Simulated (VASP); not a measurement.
# SrO (R3m) in VASP: further runs

Runs on SrO. Level: PBE. Tasks: single point.

Everything below comes from runs of VASP 6.6.1. Logs are shortened: lines on timing, memory, paths and dates and some standing lists are left out, and cuts for length are marked.

### 1 The cell of the first run

It takes space group R3m (No. 160, trigonal). The conventional cell has a = 3.634 Å, b = 3.634 Å, c = 8.902 Å, α = 90.00°, β = 90.00°, γ = 120.00°. Sr (site symmetry 3m) has 6 O at 2.50 to 2.64 Å within 3.3 Å. Within 3.3 Å of O (site symmetry 3m) lie 6 Sr at 2.50 to 2.64 Å.

### 2 Single point, PBE (all Sr atoms moved +0.125 Å, as atom 1 along Cartesian [1 1 1])

INCAR

```
SYSTEM = SrO
PREC = Accurate ; ENCUT = 520
EDIFF = 1E-6 ; ISMEAR = 0
SIGMA = 0.05 ; LREAL = .FALSE.
LASPH = .TRUE. ; NELM = 80
ALGO = Normal ; ISIF = 2
LWAVE = .FALSE. ; LCHARG = .TRUE.
GGA = PE ; LELF = .TRUE.
LVHAR = .TRUE. ; NBANDS = 15
```

KPOINTS

```
regular mesh
0
G
  8 8 8
  0 0 0
```

POSCAR

```
SrO
1.0
    0.0000000000      2.5698000000      2.5698000000
    2.5698000000      0.0000000000      2.5698000000
    2.5698000000      2.5698000000      0.0000000000
Sr O
1 1
Direct
    0.0140417121      0.0140417121      0.0140417121
    0.5000000000      0.5000000000      0.5000000000
```

Potentials or basis: VASP PAW PBE potentials, release 64 (Sr_sv, O).

Launch:

```bash
> cat potpaw_PBE.64/Sr_sv/POTCAR potpaw_PBE.64/O/POTCAR > POTCAR
> mpirun -np 1 vasp_std > vasp.out
```

OUTCAR:

```text
SYSTEM = SrO
   PREC = Accurate
   ENCUT = 520
   EDIFF = 1E-6
   ISMEAR = 0
   LREAL = .FALSE.
   LASPH = .TRUE.
   NELM = 80
   ISIF = 2
   GGA = PE

 ion  position               nearest neighbor table
   1  0.014  0.014  0.014-   2 2.50   2 2.50   2 2.50   2 2.64   2 2.64   2 2.64
   2  0.500  0.500  0.500-   1 2.50   1 2.50   1 2.50   1 2.64   1 2.64   1 2.64

  LATTYP: Found a face centered cubic cell.
 ALAT       =     5.1396000000

  Lattice vectors:

 A1 = (   0.0000000000,   2.5698000000,   2.5698000000)
 A2 = (   2.5698000000,   0.0000000000,   2.5698000000)
 A3 = (   2.5698000000,   2.5698000000,   0.0000000000)

Analysis of symmetry for initial positions (statically):
=====================================================================
 Subroutine PRICEL returns:
 Original cell was already a primitive cell.

 Routine SETGRP: Setting up the symmetry group for a
 face centered cubic supercell.

 Subroutine GETGRP returns: Found  6 space group operations
 (whereof  6 operations were pure point group operations)
 out of a pool of 48 trial point group operations.

The static configuration has the point symmetry C_3v.

Analysis of symmetry for dynamics (positions and initial velocities):
=====================================================================
 Subroutine PRICEL returns:
 Original cell was already a primitive cell.

 Routine SETGRP: Setting up the symmetry group for a
 face centered cubic supercell.

 Subroutine GETGRP returns: Found  6 space group operations
 (whereof  6 operations were pure point group operations)
 out of a pool of 48 trial point group operations.

The dynamic configuration has the point symmetry C_3v.

 Subroutine INISYM returns: Found  6 space group operations
 (whereof  6 operations are pure point group operations),
 and found     1 'primitive' translations

----------------------------------------------------------------------------------------

                                     Primitive cell

  volume of cell :      33.9413

  direct lattice vectors                    reciprocal lattice vectors
     0.000000000  2.569800000  2.569800000    -0.194567671  0.194567671  0.194567671
     2.569800000  0.000000000  2.569800000     0.194567671 -0.194567671  0.194567671
     2.569800000  2.569800000  0.000000000     0.194567671  0.194567671 -0.194567671

  length of vectors
     3.634246013  3.634246013  3.634246013     0.337001091  0.337001091  0.337001091

  position of ions in fractional coordinates (direct lattice)
     0.014041712  0.014041712  0.014041712
     0.500000000  0.500000000  0.500000000

  ion indices of the primitive-cell ions
   primitive index   ion index
                 1           1
                 2           2

----------------------------------------------------------------------------------------

 KPOINTS: regular mesh

Automatic generation of k-mesh.
 Grid dimensions read from file:
 generate k-points for:    8    8    8

 Generating k-lattice:

  Cartesian coordinates                     Fractional coordinates (reciprocal lattice)
    -0.024320959  0.024320959  0.024320959     0.125000000  0.000000000  0.000000000
     0.024320959 -0.024320959  0.024320959     0.000000000  0.125000000  0.000000000
     0.024320959  0.024320959 -0.024320959     0.000000000  0.000000000  0.125000000

  Length of vectors
     0.042125136  0.042125136  0.042125136

  Shift w.r.t. Gamma in fractional coordinates (k-lattice)
     0.000000000  0.000000000  0.000000000

 Subroutine IBZKPT returns following result:
 ===========================================

 Found     65 irreducible k-points:

 Following reciprocal coordinates:
            Coordinates               Weight
  0.000000  0.000000  0.000000      1.000000
  0.125000  0.000000  0.000000      6.000000
  0.125000  0.125000  0.125000      2.000000
  0.250000  0.000000  0.000000      6.000000
  0.250000  0.250000  0.250000      2.000000
  0.375000  0.000000  0.000000      6.000000
[... 16 lines left out ...]
 -0.250000  0.125000  0.000000     12.000000
  0.125000  0.125000  0.375000      6.000000
 [... further k-points ...]
   k-points           NKPTS =     65   k-points in BZ     NKDIM =     65   number of bands    NBANDS=     15
   number of dos      NEDOS =    301   number of ions     NIONS =      2
   total plane-waves  NPLWV =  21952
   dimension x,y,z NGX =    28 NGY =   28 NGZ =   28
   dimension x,y,z NGXF=    56 NGYF=   56 NGZF=   56
   ions per type =               1   1
   NGX,Y,Z   is equivalent  to a cutoff of  12.81, 12.81, 12.81 a.u.
   NGXF,Y,Z  is equivalent  to a cutoff of  25.62, 25.62, 25.62 a.u.
 SYSTEM =  SrO
   PREC   = accura    normal or accurate (medium, high low for compatibility)
   ISTART =      0    job   : 0-new  1-cont  2-samecut
   ICHARG =      2    charge: 1-file 2-atom 10-const
   ISPIN  =      1    spin polarized calculation?
   LNONCOLLINEAR =      F non collinear calculations
   LSORBIT =      F    spin-orbit coupling
   LASPH  =      T    aspherical Exc in radial PAW
   ENCUT  =  520.0 eV  38.22 Ry    6.18 a.u.   6.76  6.76  6.76*2*pi/ulx,y,z
   NELM   =     80;   NELMIN=  2; NELMDL= -5     # of ELM steps
   EDIFF  = 0.1E-05   stopping-criterion for ELM
   LREAL  =      F    real-space projection
   EDIFFG = 0.1E-04   stopping-criterion for IOM
   NSW    =      0    number of steps for IOM
   IBRION =     -1    ionic relax: 0-MD 1-quasi-New 2-CG
[... 14 lines left out ...]
     AMIX     =   0.40;   BMIX     =  1.00
     AMIX_MAG =   1.60;   BMIX_MAG =  1.00
  volume/ion in A,a.u.               =      16.97       114.52
  Fermi-wavevector in a.u.,A,eV,Ry     =   1.274106  2.407711 22.086959  1.623346
  Thomas-Fermi vector in A             =   2.406892
   LORBIT       =      0    0 simple, 1 ext, 2 COOP (PROOUT), +10 PAW based schemes
   GGA     = PE    functional components
[... 6 lines left out ...]
 Gauss-broadening in eV      SIGMA  =   0.05
  energy-cutoff  :      520.00
  volume of cell :       33.94
 maximum number of plane-waves:       941
   NGX = 13   NGY = 13   NGZ = 13

 number of electron      15.9999997 magnetization

 Free energy of the ion-electron system (eV)
  ---------------------------------------------------
  ext. energy  EPLUGINS =         0.00000000
  ---------------------------------------------------
  free energy    TOTEN  =       -12.02209930 eV

  energy without entropy =      -12.02209930  energy(sigma->0) =      -12.02209930

 E-fermi :   1.9029     XC(G=0): -10.0292

 val. band max:        1.6289151357   @ k =   0.0000   0.0000   0.0000
 cond. band min:       5.0202425760   @ k =   0.5000   0.5000   0.0000
 fundamental gap:      3.3913274402
 Fermi energy:         1.9028807580

 k-point     1 :       0.0000    0.0000    0.0000
  band No.  band energies     occupation
      1     -30.7034      2.00000
      2     -13.4723      2.00000
      3     -12.3409      2.00000
      4     -12.3409      2.00000
      5     -12.3018      2.00000
      6       1.6181      2.00000
      7       1.6289      2.00000
      8       1.6289      2.00000
      9       5.6505      0.00000
     10       7.9078      0.00000
     11       7.9078      0.00000
     12       7.9777      0.00000
     13      10.1085      0.00000
     14      10.1085      0.00000
     15      14.3730      0.00000

 k-point     2 :       0.1250    0.0000    0.0000
  band No.  band energies     occupation
      1     -30.6832      2.00000
      2     -13.8230      2.00000
      3     -12.3643      2.00000
      4     -12.3535      2.00000
      5     -11.9900      2.00000
      6       1.1539      2.00000
      7       1.4410      2.00000
      8       1.4725      2.00000
      9       6.3414      0.00000
     10       7.7281      0.00000
     11       8.1948      0.00000
     12       8.2658      0.00000
     13      10.5236      0.00000
     14      10.5364      0.00000
     15      15.3686      0.00000

 k-point     3 :       0.1250    0.1250    0.1250
  band No.  band energies     occupation
      1     -30.6834      2.00000
      2     -13.8161      2.00000
      3     -12.3532      2.00000
      4     -12.3532      2.00000
      5     -12.0086      2.00000
      6       1.1783      2.00000
      7       1.4355      2.00000
      8       1.4355      2.00000
      9       6.3336      0.00000
     10       7.8253      0.00000
     11       8.2133      0.00000
     12       8.2133      0.00000
     13      10.5109      0.00000
     14      10.5109      0.00000
     15      15.3773      0.00000

 k-point     4 :       0.2500    0.0000    0.0000
  band No.  band energies     occupation
      1     -30.6341      2.00000
      2     -14.3890      2.00000
      3     -12.3922      2.00000
      4     -12.3836      2.00000
      5     -11.5477      2.00000
      6       0.3580      2.00000
      7       1.0316      2.00000
      8       1.0628      2.00000
      9       7.6061      0.00000
     10       7.9094      0.00000
     11       8.9944      0.00000
     12       9.0524      0.00000
     13      11.5474      0.00000
     14      11.5594      0.00000
     15      17.3608      0.00000
[... 307 lines left out ...]
 k-point    22 :      -0.3750    0.5000   -0.3750
  band No.  band energies     occupation
      1     -30.5651      2.00000
      2     -14.7891      2.00000
      3     -12.5752      2.00000
      4     -12.4251      2.00000
      5     -11.3157      2.00000
      6      -0.2383      2.00000
      7       0.5642      2.00000
      8       0.8057      2.00000
      9       8.0644      0.00000
     10       9.1660      0.00000
     11      10.2573      0.00000
     12      10.8645      0.00000
     13      13.1895      0.00000
     14      13.5139      0.00000
     15      16.0084      0.00000

 k-point    23 :      -0.2500    0.1250    0.0000
  band No.  band energies     occupation
      1     -30.6042      2.00000
      2     -14.5445      2.00000
      3     -12.5518      2.00000
      4     -12.3792      2.00000
      5     -11.4251      2.00000
      6       0.0800      2.00000
      7       0.7539      2.00000
      8       1.1945      2.00000
      9       7.5496      0.00000
     10       8.3303      0.00000
     11       9.2490      0.00000
     12      10.0109      0.00000
     13      11.9345      0.00000
     14      12.4633      0.00000
     15      17.8493      0.00000

 k-point    24 :       0.1250    0.1250    0.3750
  band No.  band energies     occupation
      1     -30.6045      2.00000
      2     -14.5369      2.00000
      3     -12.5531      2.00000
      4     -12.3752      2.00000
      5     -11.4353      2.00000
      6       0.0646      2.00000
      7       0.7355      2.00000
      8       1.2119      2.00000
      9       7.5332      0.00000
     10       8.3663      0.00000
     11       9.2043      0.00000
     12      10.1182      0.00000
     13      12.0077      0.00000
     14      12.3503      0.00000
     15      17.8186      0.00000

 [... further k-points ...]

------------------------ aborting loop because EDIFF is reached ----------------------------------------

  FORCE on cell =-STRESS in cart. coord.  units (eV):
  Direction    XX          YY          ZZ          XY          YZ          ZX
  --------------------------------------------------------------------------------------
  -------------------------------------------------------------------------------------
  Total        0.8315952      0.8315952      0.8315952     -0.0185886     -0.0185886     -0.0185886
  in kB       39.2549666     39.2549666     39.2549666     -0.8774633     -0.8774633     -0.8774633
  external PRESSURE =      39.2549666 kB  Pullay stress =       0.0000000 kB

 VOLUME and BASIS-vectors are now :
 -----------------------------------------------------------------------------
  energy-cutoff  :      520.00
  volume of cell :       33.94
      direct lattice vectors                 reciprocal lattice vectors
     0.000000000  2.569800000  2.569800000    -0.194567671  0.194567671  0.194567671
     2.569800000  0.000000000  2.569800000     0.194567671 -0.194567671  0.194567671
     2.569800000  2.569800000  0.000000000     0.194567671  0.194567671 -0.194567671

 POSITION                                       TOTAL-FORCE (eV/Angst)
 -----------------------------------------------------------------------------------
      0.07217      0.07217      0.07217        -0.170226     -0.170226     -0.170226
      2.56980      2.56980      2.56980         0.170226      0.170226      0.170226
 -----------------------------------------------------------------------------------
    total drift:                               -0.000078     -0.000078     -0.000078

  FREE ENERGIE OF THE ION-ELECTRON SYSTEM (eV)
  ---------------------------------------------------
  free  energy   TOTEN  =       -12.0220992981 eV

  energy  without entropy=      -12.0220992981  energy(sigma->0) =      -12.02209930
```

It took 20 s on 1 thread of Intel Xeon 6975P-C, shared host; peak memory 0.18 GiB.

What came out:

```
Free energy            : -12.0221 eV
Pressure               : 3.9 GPa
Largest force          : 0.295 eV/Å
Band gap on the k mesh : 3.39 eV, indirect (least direct gap 3.45 eV)
```

Forces on the atoms (eV/Å):
```
Sr  -0.170 -0.170 -0.170
O    0.170  0.170  0.170
```

Stress tensor (GPa, compression positive):
```
 3.93 -0.09 -0.09
-0.09  3.93 -0.09
-0.09 -0.09  3.93
```

Caveat: the cell differs from its parent crystal (all Sr atoms moved +0.125 Å, as atom 1 along Cartesian [1 1 1]). A k mesh can miss the band edges.

### 3 Single point, PBE (all Sr atoms moved +0.062 Å, as atom 1 along Cartesian [1 1 1])

INCAR

```
SYSTEM = SrO
PREC = Accurate
ENCUT = 520
EDIFF = 1E-6
ISMEAR = 0
SIGMA = 0.05
LREAL = .False.
LASPH = .True.
NELM = 100
ALGO = Normal
ISIF = 2
LWAVE = .False.
LCHARG = .False.
GGA = PE
NBANDS = 15
```

KPOINTS

```
regular mesh
0
Gamma
  8 8 8
  0 0 0
```

POSCAR, as its differences from that of step 2:

```diff
@@ -8,3 +8,3 @@
 Direct
-    0.0140417121      0.0140417121      0.0140417121
+    0.0070208561      0.0070208561      0.0070208561
     0.5000000000      0.5000000000      0.5000000000
```

Potentials or basis: VASP PAW PBE potentials, release 64 (Sr_sv, O).

Launch:

```bash
> cat potpaw_PBE.64/Sr_sv/POTCAR potpaw_PBE.64/O/POTCAR > POTCAR
> mpirun -np 1 vasp_std > vasp.out
```

OUTCAR:

```text
SYSTEM = SrO
   PREC = Accurate
   ENCUT = 520
   EDIFF = 1E-6
   ISMEAR = 0
   LREAL = .False.
   LASPH = .True.
   NELM = 100
   ISIF = 2
   GGA = PE

 ion  position               nearest neighbor table
   1  0.007  0.007  0.007-   2 2.53   2 2.53   2 2.53   2 2.61   2 2.61   2 2.61
   2  0.500  0.500  0.500-   1 2.53   1 2.53   1 2.53   1 2.61   1 2.61   1 2.61

  LATTYP: Found a face centered cubic cell.
 ALAT       =     5.1396000000

  Lattice vectors:

 A1 = (   0.0000000000,   2.5698000000,   2.5698000000)
 A2 = (   2.5698000000,   0.0000000000,   2.5698000000)
 A3 = (   2.5698000000,   2.5698000000,   0.0000000000)

Analysis of symmetry for initial positions (statically):
=====================================================================
 Subroutine PRICEL returns:
 Original cell was already a primitive cell.

 Routine SETGRP: Setting up the symmetry group for a
 face centered cubic supercell.

 Subroutine GETGRP returns: Found  6 space group operations
 (whereof  6 operations were pure point group operations)
 out of a pool of 48 trial point group operations.

The static configuration has the point symmetry C_3v.

Analysis of symmetry for dynamics (positions and initial velocities):
[... 179 lines left out ...]
     12       7.9075      0.00000
     13      10.0676      0.00000
     14      10.0676      0.00000
[... 401 lines left out ...]
      2     -14.5213      2.00000
      3     -12.5551      2.00000
      4     -12.3813      2.00000
      5     -11.4510      2.00000
      6       0.0810      2.00000
      7       0.7436      2.00000
      8       1.2082      2.00000
      9       7.5642      0.00000
     10       8.3605      0.00000
     11       9.2154      0.00000
     12      10.0734      0.00000
     13      11.9915      0.00000
     14      12.3211      0.00000
     15      17.8240      0.00000

 [... further k-points ...]

------------------------ aborting loop because EDIFF is reached ----------------------------------------

  FORCE on cell =-STRESS in cart. coord.  units (eV):
  Direction    XX          YY          ZZ          XY          YZ          ZX
  --------------------------------------------------------------------------------------
  -------------------------------------------------------------------------------------
  Total        0.7658353      0.7658353      0.7658353     -0.0045114     -0.0045114     -0.0045114
  in kB       36.1508065     36.1508065     36.1508065     -0.2129559     -0.2129559     -0.2129559
  external PRESSURE =      36.1508065 kB  Pullay stress =       0.0000000 kB

 VOLUME and BASIS-vectors are now :
 -----------------------------------------------------------------------------
  energy-cutoff  :      520.00
  volume of cell :       33.94
      direct lattice vectors                 reciprocal lattice vectors
     0.000000000  2.569800000  2.569800000    -0.194567671  0.194567671  0.194567671
     2.569800000  0.000000000  2.569800000     0.194567671 -0.194567671  0.194567671
     2.569800000  2.569800000  0.000000000     0.194567671  0.194567671 -0.194567671

 POSITION                                       TOTAL-FORCE (eV/Angst)
 -----------------------------------------------------------------------------------
      0.03608      0.03608      0.03608        -0.083733     -0.083733     -0.083733
      2.56980      2.56980      2.56980         0.083733      0.083733      0.083733
 -----------------------------------------------------------------------------------
    total drift:                               -0.000109     -0.000109     -0.000109

  FREE ENERGIE OF THE ION-ELECTRON SYSTEM (eV)
  ---------------------------------------------------
  free  energy   TOTEN  =       -12.0358093333 eV

  energy  without entropy=      -12.0358093333  energy(sigma->0) =      -12.03580933
```

OSZICAR:

```text
N       E                     dE             d eps       ncg     rms          rms(c)
DAV:   1     0.673351904990E+02    0.67335E+02   -0.83762E+03  1950   0.104E+03
DAV:   2    -0.109674835211E+02   -0.78303E+02   -0.71942E+02  2645   0.218E+02
DAV:   3    -0.141767958636E+02   -0.32093E+01   -0.31937E+01  2583   0.399E+01
DAV:   4    -0.142408409870E+02   -0.64045E-01   -0.64041E-01  2413   0.557E+00
DAV:   5    -0.142421484753E+02   -0.13075E-02   -0.13075E-02  2555   0.652E-01    0.166E+01
DAV:   6    -0.121831349556E+02    0.20590E+01   -0.66666E+00  1978   0.196E+01    0.195E+01
DAV:   7    -0.120443891654E+02    0.13875E+00   -0.29560E-01  2293   0.485E+00    0.113E+01
DAV:   8    -0.120337409739E+02    0.10648E-01   -0.11752E-01  2552   0.342E+00    0.453E-01
DAV:   9    -0.120351796276E+02   -0.14387E-02   -0.57245E-03  2486   0.481E-01    0.232E-01
DAV:  10    -0.120356485637E+02   -0.46894E-03   -0.44141E-04  2132   0.196E-01    0.834E-02
DAV:  11    -0.120357912042E+02   -0.14264E-03   -0.13979E-04  2111   0.874E-02    0.271E-02
DAV:  12    -0.120358093752E+02   -0.18171E-04   -0.26383E-05  2083   0.378E-02    0.202E-02
DAV:  13    -0.120358093333E+02    0.41900E-07   -0.12701E-06  1975   0.103E-02
   1 F= -.12035809E+02 E0= -.12035809E+02  d E =-.328850E-14
```

stdout:

```text
POSCAR found type information on POSCAR SrO
 POSCAR found :  2 types and       2 ions
 scaLAPACK will be used
 LDA part: xc-table for (Slater+PW92), standard interpolation
 POSCAR, INCAR and KPOINTS ok, starting setup
 FFT: planning ... GRIDC
 FFT: planning ... GRID_SOFT
 FFT: planning ... GRID
 WAVECAR not read
 entering main loop
```

It took 21 s on 1 thread of Intel Xeon 6975P-C, shared host; peak memory 0.18 GiB.

What came out:

- Free energy: -12.0358 eV
- Pressure: 3.6 GPa
- Largest force: 0.145 eV/Å
- Band gap on the k mesh: 3.30 eV, indirect (least direct gap 3.38 eV)

Forces on the atoms (eV/Å):
```
Sr  -0.084 -0.084 -0.084
O    0.084  0.084  0.084
```

Caveat: the cell differs from its parent crystal (all Sr atoms moved +0.062 Å, as atom 1 along Cartesian [1 1 1]).
